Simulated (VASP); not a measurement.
# BeS (I-4m2) in VASP: a series of runs

BeS is run at these levels: r2SCAN; tasks: single point.

Program: VASP 6.6.1. These are calculated values, not measurements. Logs are shortened: lines on timing, memory, paths and dates and some standing lists are left out, and cuts for length are marked.

### Step 1. The cell of the first run

Symmetry: I-4m2, No. 119, tetragonal system. The conventional cell has a = 3.546 Å, b = 3.546 Å, c = 4.752 Å, α = 90.00°, β = 90.00°, γ = 90.00°. Be (site symmetry -4m2) has 4 S at 2.13 Å within 2.8 Å. Within 2.8 Å of S (site symmetry -4m2) lie 4 Be at 2.13 Å.

### Step 2. Single point, r2SCAN (epitaxial xy strain +3.0%)

POSCAR

```
BeS
1.0
    0.0000000000      2.5073354173      2.3758852603
    2.5073354173      0.0000000000      2.3758852603
    2.5073354173      2.5073354173      0.0000000000
Be S
1 1
Direct
    0.0000000000      0.0000000000      0.0000000000
    0.2500000000      0.2500000000      0.2500000000
```

INCAR.step1

```
SYSTEM = BeS
  ALGO = Normal
  EDIFF = 1E-4
  ENCUT = 520
  GGA = PE
  ISMEAR = 0
  LASPH = .True.
  LCHARG = .False.
  LREAL = .False.
  LWAVE = .True.
  NBANDS = 11
  NELM = 60
  PREC = Accurate
  SIGMA = 0.01
```

INCAR.step2

```
SYSTEM = BeS
  ALGO = Normal
  EDIFF = 1E-7
  ENCUT = 520
  ISIF = 2
  ISMEAR = 0
  ISTART = 1
  LASPH = .True.
  LCHARG = .False.
  LMIXTAU = .True.
  LREAL = .False.
  LWAVE = .False.
  METAGGA = R2SCAN
  NBANDS = 11
  NELM = 60
  PREC = Accurate
  SIGMA = 0.01
```

KPOINTS

```
k-points
0
Gamma
  10 10 10
  0 0 0
```

Potentials or basis: VASP PAW PBE potentials, release 64 (Be, S).

The run is started by

```sh
$ cat potpaw_PBE.64/Be/POTCAR potpaw_PBE.64/S/POTCAR > POTCAR
$ cp INCAR.step1 INCAR
$ mpirun -np 1 vasp_std > vasp.out
$ cp INCAR.step2 INCAR
$ mpirun -np 1 vasp_std > vasp.out
```

OUTCAR:

```text
SYSTEM = BeS
   EDIFF = 1E-7
   ENCUT = 520
   ISIF = 2
   ISMEAR = 0
   ISTART = 1
   LASPH = .True.
   LREAL = .False.
   METAGGA = R2SCAN
   NELM = 60
   PREC = Accurate

 ion  position               nearest neighbor table
   1  0.000  0.000  0.000-   2 2.13   2 2.13   2 2.13   2 2.13
   2  0.250  0.250  0.250-   1 2.13   1 2.13   1 2.13   1 2.13

  LATTYP: Found a body centered tetragonal cell.
 ALAT       =     3.5459077526
 C/A-ratio  =     1.3400716691

  Lattice vectors:

 A1 = (   0.0000000000,  -2.5073354173,  -2.3758852603)
 A2 = (   0.0000000000,   2.5073354173,  -2.3758852603)
 A3 = (   2.5073354173,   0.0000000000,   2.3758852603)

Analysis of symmetry for initial positions (statically):
=====================================================================
 Subroutine PRICEL returns:
 Original cell was already a primitive cell.

 Routine SETGRP: Setting up the symmetry group for a
 body centered tetragonal supercell.

 Subroutine GETGRP returns: Found  8 space group operations
 (whereof  8 operations were pure point group operations)
 out of a pool of 16 trial point group operations.

The static configuration has the point symmetry D_2d.

Analysis of symmetry for dynamics (positions and initial velocities):
=====================================================================
 Subroutine PRICEL returns:
 Original cell was already a primitive cell.

 Routine SETGRP: Setting up the symmetry group for a
 body centered tetragonal supercell.

 Subroutine GETGRP returns: Found  8 space group operations
 (whereof  8 operations were pure point group operations)
 out of a pool of 16 trial point group operations.

The dynamic configuration has the point symmetry D_2d.

 Subroutine INISYM returns: Found  8 space group operations
 (whereof  8 operations are pure point group operations),
 and found     1 'primitive' translations

----------------------------------------------------------------------------------------

                                     Primitive cell

  volume of cell :      29.8731

  direct lattice vectors                    reciprocal lattice vectors
     0.000000000  2.507335417  2.375885260    -0.199414883  0.199414883  0.210447873
     2.507335417  0.000000000  2.375885260     0.199414883 -0.199414883  0.210447873
     2.507335417  2.507335417  0.000000000     0.199414883  0.199414883 -0.210447873

  length of vectors
     3.454209268  3.454209268  3.545907753     0.351881939  0.351881939  0.351881939

  position of ions in fractional coordinates (direct lattice)
     0.000000000  0.000000000  0.000000000
     0.250000000  0.250000000  0.250000000

  ion indices of the primitive-cell ions
   primitive index   ion index
                 1           1
                 2           2

----------------------------------------------------------------------------------------

 KPOINTS: k-points

Automatic generation of k-mesh.
 Grid dimensions read from file:
 generate k-points for:   10   10   10

 Generating k-lattice:

  Cartesian coordinates                     Fractional coordinates (reciprocal lattice)
    -0.019941488  0.019941488  0.021044787     0.100000000  0.000000000  0.000000000
     0.019941488 -0.019941488  0.021044787     0.000000000  0.100000000  0.000000000
     0.019941488  0.019941488 -0.021044787     0.000000000  0.000000000  0.100000000

  Length of vectors
     0.035188194  0.035188194  0.035188194

  Shift w.r.t. Gamma in fractional coordinates (k-lattice)
     0.000000000  0.000000000  0.000000000

 Subroutine IBZKPT returns following result:
 ===========================================

 Found    102 irreducible k-points:

 Following reciprocal coordinates:
            Coordinates               Weight
  0.000000  0.000000  0.000000      1.000000
  0.100000 -0.000000  0.000000      8.000000
  0.200000 -0.000000  0.000000      8.000000
  0.300000  0.000000  0.000000      8.000000
  0.400000 -0.000000  0.000000      8.000000
  0.500000  0.000000  0.000000      4.000000
[... 16 lines left out ...]
  0.300000  0.300000  0.000000      2.000000
  0.400000  0.300000  0.000000      8.000000
 [... further k-points ...]
   k-points           NKPTS =    102   k-points in BZ     NKDIM =    102   number of bands    NBANDS=     11
   number of dos      NEDOS =    301   number of ions     NIONS =      2
   total plane-waves  NPLWV =  21952
   dimension x,y,z NGX =    28 NGY =   28 NGZ =   28
   dimension x,y,z NGXF=    56 NGYF=   56 NGZF=   56
   ions per type =               1   1
   NGX,Y,Z   is equivalent  to a cutoff of  13.48, 13.48, 13.13 a.u.
   NGXF,Y,Z  is equivalent  to a cutoff of  26.95, 26.95, 26.25 a.u.
 SYSTEM =  BeS
   PREC   = accura    normal or accurate (medium, high low for compatibility)
   ISTART =      1    job   : 0-new  1-cont  2-samecut
   ICHARG =      0    charge: 1-file 2-atom 10-const
   ISPIN  =      1    spin polarized calculation?
   LNONCOLLINEAR =      F non collinear calculations
   LSORBIT =      F    spin-orbit coupling
   LASPH  =      T    aspherical Exc in radial PAW
   ENCUT  =  520.0 eV  38.22 Ry    6.18 a.u.   6.42  6.42  6.59*2*pi/ulx,y,z
   NELM   =     60;   NELMIN=  2; NELMDL=  0     # of ELM steps
   EDIFF  = 0.1E-06   stopping-criterion for ELM
   LREAL  =      F    real-space projection
   EDIFFG = 0.1E-05   stopping-criterion for IOM
   NSW    =      0    number of steps for IOM
   IBRION =     -1    ionic relax: 0-MD 1-quasi-New 2-CG
   NFREE  =      0    steps in history (QN), initial steepest desc. (CG)
   ISIF   =      2    stress and relaxation
   ISYM   =      2    0-nonsym 1-usesym 2-fastsym
   POTIM  = 0.5000    time-step for ionic-motion
   TEBEG  =    0.0;   TEEND  =   0.0 temperature during run
   PSTRESS=    0.0 pullay stress
   NELECT =       8.0000    total number of electrons
   NUPDOWN=      -1.0000    fix difference up-down
   EMIN   =  10.00;   EMAX   =-10.00  energy-range for DOS
   EFERMI =   0.00;   METHOD = LEGACY
   ISMEAR =     0;   SIGMA  =   0.01  broadening in eV -4-tet -1-fermi 0-gaus
   EFERMI_NEDOS =   21; number of points for ismear=-14 and -15
   IALGO  =     38    algorithm
   IMIX   =      4    mixing-type and parameters
     AMIX     =   0.40;   BMIX     =  1.00
     AMIX_MAG =   1.60;   BMIX_MAG =  1.00
  volume/ion in A,a.u.               =      14.94       100.80
  Fermi-wavevector in a.u.,A,eV,Ry     =   1.055224  1.994084 15.150060  1.113498
  Thomas-Fermi vector in A             =   2.190414
   LORBIT       =      0    0 simple, 1 ext, 2 COOP (PROOUT), +10 PAW based schemes
   METAGGA = R2SCAN    functional components
   LHFCALC =     F    Hartree Fock is set to
   AEXX    =    0.0000 exact exchange contribution
   IVDW    =     0    specifies the selected vdW correction
   LEPSILON=     F    determine dielectric tensor
   LRPA    =     F    only Hartree local field effects (RPA)
 non-spin polarized calculation
 Gauss-broadening in eV      SIGMA  =   0.01
  energy-cutoff  :      520.00
  volume of cell :       29.87
 maximum number of plane-waves:       833
 NGX is ok and might be reduce to    28
   NGX = 13   NGY = 13   NGZ = 13

 number of electron       8.0000000 magnetization

 Free energy of the ion-electron system (eV)
  ---------------------------------------------------
  ext. energy  EPLUGINS =         0.00000000
  ---------------------------------------------------
  free energy    TOTEN  =       -14.76169019 eV

  energy without entropy =      -14.76169019  energy(sigma->0) =      -14.76169019

 E-fermi :   3.7447     XC(G=0):  -9.9854

 val. band max:        3.6730140502   @ k =   0.0000   0.0000   0.0000
 cond. band min:       6.9211622629   @ k =   0.5000   0.5000   0.0000
 fundamental gap:      3.2481482127
 Fermi energy:         3.7446856876

 k-point     1 :       0.0000    0.0000    0.0000
  band No.  band energies     occupation
      1     -10.4811      2.00000
      2       3.4137      2.00000
      3       3.4137      2.00000
      4       3.6730      2.00000
      5       9.7615      0.00000
      6       9.7625      0.00000
      7       9.8205      0.00000
      8       9.8205      0.00000
      9      16.2526      0.00000
     10      17.3233      0.00000
     11      19.0337      0.00000

 k-point     2 :       0.1000   -0.0000    0.0000
  band No.  band energies     occupation
      1     -10.3687      2.00000
      2       2.6988      2.00000
      3       3.2711      2.00000
      4       3.4938      2.00000
      5       9.6413      0.00000
      6      10.0319      0.00000
      7      10.0481      0.00000
      8      10.7017      0.00000
      9      15.8611      0.00000
     10      16.7499      0.00000
     11      19.0218      0.00000

 k-point     3 :       0.2000   -0.0000    0.0000
  band No.  band energies     occupation
      1     -10.0494      2.00000
      2       1.1095      2.00000
      3       2.9425      2.00000
      4       3.2390      2.00000
      5       9.5450      0.00000
      6      10.4646      0.00000
      7      10.5660      0.00000
      8      12.3813      0.00000
      9      15.5888      0.00000
     10      16.1136      0.00000
     11      18.7617      0.00000
[... 267 lines left out ...]
 k-point    23 :       0.3000    0.3000    0.0000
  band No.  band energies     occupation
      1      -9.1978      2.00000
      2       0.2934      2.00000
      3       1.3887      2.00000
      4       1.3887      2.00000
      5       8.0063      0.00000
      6       9.8692      0.00000
      7      13.7734      0.00000
      8      13.7734      0.00000
      9      16.6718      0.00000
     10      18.3084      0.00000
     11      22.0431      0.00000

 k-point    24 :       0.4000    0.3000    0.0000
  band No.  band energies     occupation
      1      -8.8232      2.00000
      2      -0.4810      2.00000
      3       1.0306      2.00000
      4       1.1463      2.00000
      5       7.9186      0.00000
      6       9.6121      0.00000
      7      14.2899      0.00000
      8      14.3101      0.00000
      9      18.1833      0.00000
     10      19.2512      0.00000
     11      21.3213      0.00000

 [... further k-points ...]

------------------------ aborting loop because EDIFF is reached ----------------------------------------

  FORCE on cell =-STRESS in cart. coord.  units (eV):
  Direction    XX          YY          ZZ          XY          YZ          ZX
  --------------------------------------------------------------------------------------
  -------------------------------------------------------------------------------------
  Total       -0.8510215     -0.8510215      0.0351646      0.0000000     -0.0000000      0.0000000
  in kB      -45.6426438    -45.6426438      1.8859770      0.0000000     -0.0000000      0.0000000
  external PRESSURE =     -29.7997702 kB  Pullay stress =       0.0000000 kB

 VOLUME and BASIS-vectors are now :
 -----------------------------------------------------------------------------
  energy-cutoff  :      520.00
  volume of cell :       29.87
      direct lattice vectors                 reciprocal lattice vectors
     0.000000000  2.507335417  2.375885260    -0.199414883  0.199414883  0.210447873
     2.507335417  0.000000000  2.375885260     0.199414883 -0.199414883  0.210447873
     2.507335417  2.507335417  0.000000000     0.199414883  0.199414883 -0.210447873

 POSITION                                       TOTAL-FORCE (eV/Angst)
 -----------------------------------------------------------------------------------
      0.00000      0.00000      0.00000         0.000000      0.000000      0.000000
      1.25367      1.25367      1.18794        -0.000000     -0.000000     -0.000000
 -----------------------------------------------------------------------------------
    total drift:                                0.000000      0.000000      0.000000

  FREE ENERGIE OF THE ION-ELECTRON SYSTEM (eV)
  ---------------------------------------------------
  free  energy   TOTEN  =       -14.7616901899 eV

  energy  without entropy=      -14.7616901899  energy(sigma->0) =      -14.76169019
```

Wall time 95 s (1 thread of Intel Xeon Platinum 8559C (Emerald Rapids), shared host); peak memory 0.17 GiB.

What came out:

```
Free energy            : -14.7617 eV
Pressure               : -3.0 GPa
Band gap on the k mesh : 3.25 eV, indirect (least direct gap 6.09 eV)
```

Stress tensor (GPa, compression positive):
```
-4.56  0.00  0.00
 0.00 -4.56  0.00
 0.00  0.00  0.19
```

Caveat: the cell differs from its parent crystal (epitaxial xy strain +3.0%); the PAW data sets were made with another functional, which shifts forces and pressure a little. A k mesh can miss the band edges.

### Step 3. Single point, r2SCAN (epitaxial xy strain +4.0%)

POSCAR

```
BeS
1.0
    0.0000000000      2.5316784796      2.3555199058
    2.5316784796      0.0000000000      2.3555199058
    2.5316784796      2.5316784796      0.0000000000
Be S
1 1
Direct
    0.0000000000      0.0000000000      0.0000000000
    0.2500000000      0.2500000000      0.2500000000
```

INCAR.step1

```
SYSTEM = BeS
PREC = Accurate
ENCUT = 520
ISMEAR = 0
SIGMA = 0.01
LREAL = .FALSE.
LASPH = .TRUE.
NELM = 80
NBANDS = 11
GGA = PE
ALGO = Normal
EDIFF = 1E-4
LWAVE = .TRUE.
LCHARG = .FALSE.
```

INCAR.step2

```
SYSTEM = BeS
PREC = Accurate
ENCUT = 520
EDIFF = 1E-6
ISMEAR = 0
SIGMA = 0.01
LREAL = .FALSE.
LASPH = .TRUE.
NELM = 80
ALGO = Normal
ISIF = 2
LWAVE = .FALSE.
LCHARG = .TRUE.
METAGGA = R2SCAN
LMIXTAU = .TRUE.
LELF = .TRUE.
LVHAR = .TRUE.
NBANDS = 11
ISTART = 1
```

KPOINTS

```
Automatic mesh
0
G
  10 10 10
  0 0 0
```

Potentials or basis: VASP PAW PBE potentials, release 64 (Be, S).

The run is started by

```sh
$ cat potpaw_PBE.64/Be/POTCAR potpaw_PBE.64/S/POTCAR > POTCAR
$ cp INCAR.step1 INCAR
$ mpirun -np 1 vasp_std > vasp.out
$ cp INCAR.step2 INCAR
$ mpirun -np 1 vasp_std > vasp.out
```

OUTCAR:

```text
SYSTEM = BeS
   PREC = Accurate
   ENCUT = 520
   EDIFF = 1E-6
   ISMEAR = 0
   LREAL = .FALSE.
   LASPH = .TRUE.
   NELM = 80
   ISIF = 2
   METAGGA = R2SCAN
   ISTART = 1

 ion  position               nearest neighbor table
   1  0.000  0.000  0.000-   2 2.14   2 2.14   2 2.14   2 2.14
   2  0.250  0.250  0.250-   1 2.14   1 2.14   1 2.14   1 2.14

  LATTYP: Found a body centered tetragonal cell.
 ALAT       =     3.5803340414
 C/A-ratio  =     1.3158101331

  Lattice vectors:

 A1 = (   0.0000000000,  -2.5316784796,  -2.3555199058)
 A2 = (   0.0000000000,   2.5316784796,  -2.3555199058)
 A3 = (   2.5316784796,   0.0000000000,   2.3555199058)

Analysis of symmetry for initial positions (statically):
=====================================================================
 Subroutine PRICEL returns:
 Original cell was already a primitive cell.

 Routine SETGRP: Setting up the symmetry group for a
 body centered tetragonal supercell.

 Subroutine GETGRP returns: Found  8 space group operations
 (whereof  8 operations were pure point group operations)
 out of a pool of 16 trial point group operations.

The static configuration has the point symmetry D_2d.

[... 174 lines left out ...]
      5       9.5563      0.00000
      6       9.6643      0.00000
      7       9.7446      0.00000
      8       9.7446      0.00000
      9      15.9429      0.00000
     10      17.3042      0.00000
     11      18.8527      0.00000
[... 309 lines left out ...]
 k-point    24 :       0.4000    0.3000    0.0000
  band No.  band energies     occupation
      1      -8.8472      2.00000
      2      -0.5110      2.00000
      3       0.9342      2.00000
      4       0.9997      2.00000
      5       7.7687      0.00000
      6       9.4312      0.00000
      7      14.1271      0.00000
      8      14.1349      0.00000
      9      18.0706      0.00000
     10      19.0493      0.00000
     11      21.2021      0.00000

 [... further k-points ...]

------------------------ aborting loop because EDIFF is reached ----------------------------------------

  FORCE on cell =-STRESS in cart. coord.  units (eV):
  Direction    XX          YY          ZZ          XY          YZ          ZX
  --------------------------------------------------------------------------------------
  -------------------------------------------------------------------------------------
  Total       -1.1226845     -1.1226845      0.0311639      0.0000000     -0.0000000      0.0000000
  in kB      -59.5709354    -59.5709354      1.6535947      0.0000000     -0.0000000      0.0000000
  external PRESSURE =     -39.1627587 kB  Pullay stress =       0.0000000 kB

 VOLUME and BASIS-vectors are now :
 -----------------------------------------------------------------------------
  energy-cutoff  :      520.00
  volume of cell :       30.19
      direct lattice vectors                 reciprocal lattice vectors
     0.000000000  2.531678480  2.355519906    -0.197497433  0.197497433  0.212267363
     2.531678480  0.000000000  2.355519906     0.197497433 -0.197497433  0.212267363
     2.531678480  2.531678480  0.000000000     0.197497433  0.197497433 -0.212267363

 POSITION                                       TOTAL-FORCE (eV/Angst)
 -----------------------------------------------------------------------------------
      0.00000      0.00000      0.00000         0.000000     -0.000000      0.000000
      1.26584      1.26584      1.17776        -0.000000      0.000000     -0.000000
 -----------------------------------------------------------------------------------
    total drift:                                0.000000      0.000000      0.000000

  FREE ENERGIE OF THE ION-ELECTRON SYSTEM (eV)
  ---------------------------------------------------
  free  energy   TOTEN  =       -14.7424043784 eV

  energy  without entropy=      -14.7424043784  energy(sigma->0) =      -14.74240438
```

It took 80 s on 1 thread of Intel Xeon Platinum 8559C (Emerald Rapids), shared host; peak memory 0.17 GiB.

What came out:

* Free energy: -14.7424 eV
* Pressure: -3.9 GPa
* Band gap on the k mesh: 3.15 eV, indirect (least direct gap 5.94 eV)

Levels at points of the mesh, in eV from the valence-band top:
| k point | band 1 | band 2 | band 3 | band 4 | band 5 | band 6 | band 7 | band 8 | band 9 |
| --- | --- | --- | --- | --- | --- | --- | --- | --- | --- |
| (0.00, 0.00, 0.00) | -14.13 | -0.33 | -0.33 | 0.00 | 5.94 | 6.05 | 6.13 | 6.13 | 12.32 |
| (0.50, 0.00, 0.00) | -12.60 | -5.80 | -1.50 | -0.90 | 5.45 | 6.62 | 7.50 | 11.59 | 14.57 |
| (0.50, 0.50, 0.00) | -11.89 | -4.78 | -3.10 | -3.10 | 3.15 | 4.74 | 13.16 | 13.16 | 16.32 |
| (0.50, 0.00, 0.50) | -12.19 | -5.27 | -2.59 | -2.47 | 3.67 | 5.46 | 12.75 | 13.10 | 15.35 |

Caveat: the cell differs from its parent crystal (epitaxial xy strain +4.0%); the PAW data sets were made with another functional, which shifts forces and pressure a little.
